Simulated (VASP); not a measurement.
Set up this calculation in VASP 6.6.1, as the native input.

```yaml
Task: single point
Functional: PBE
Potentials_or_basis: VASP PAW PBE potentials, release 64 (Ba_sv, Zr_sv, O)
Cutoff: 520 eV
k_mesh: 6 × 6 × 6
Occupations: gaussian, width 0.02 eV
Spin: no spin polarisation
Dipole_correction: no
Further_INCAR_settings: ALGO = Normal; EDIFF = 1e-07; NBANDS = 28
```

The structure of BaZrO3 lies in POSCAR:

```
BaZrO3
1.0
    4.2266940005      0.0000000000      0.0000000000
    0.0000000000      4.2266940005      0.0000000000
    0.0000000000      0.0000000000      4.2266940005
Ba Zr O
1 1 3
Direct
    0.0000000000      0.0000000000      0.0000000000
    0.5000000000      0.5000000000      0.5000000000
    0.0000000000      0.5000000000      0.5000000000
    0.5000000000      0.0000000000      0.5000000000
    0.5000000000      0.5000000000      0.0000000000
```

These files were run (other wordings do the same):

INCAR

```
SYSTEM = BaZrO3
  ALGO = Normal
  EDIFF = 1E-7
  ENCUT = 520
  GGA = PE
  ISIF = 2
  ISMEAR = 0
  LASPH = .True.
  LCHARG = .False.
  LREAL = .False.
  LWAVE = .False.
  NBANDS = 28
  NELM = 100
  PREC = Accurate
  SIGMA = 0.02
```

KPOINTS

```
k-points
0
Gamma
  6 6 6
  0 0 0
```

Potentials or basis: VASP PAW PBE potentials, release 64 (Ba_sv, Zr_sv, O).

The run is started by

```console
$ cat potpaw_PBE.64/Ba_sv/POTCAR potpaw_PBE.64/Zr_sv/POTCAR potpaw_PBE.64/O/POTCAR > POTCAR
$ mpirun -np 1 vasp_std > vasp.out
```

It gave:

| Property | Result |
| --- | --- |
| Pressure | 1.0 GPa |
| Band gap on the k mesh | 3.13 eV, indirect (least direct gap 3.38 eV) |

Caveat: spin-orbit coupling is left out, which moves the levels of the heavy elements.

Wall time 18 s on 1 thread of AMD EPYC 9R45 96-Core Processor (Zen 5), on a shared host, peak memory 0.17 GiB.
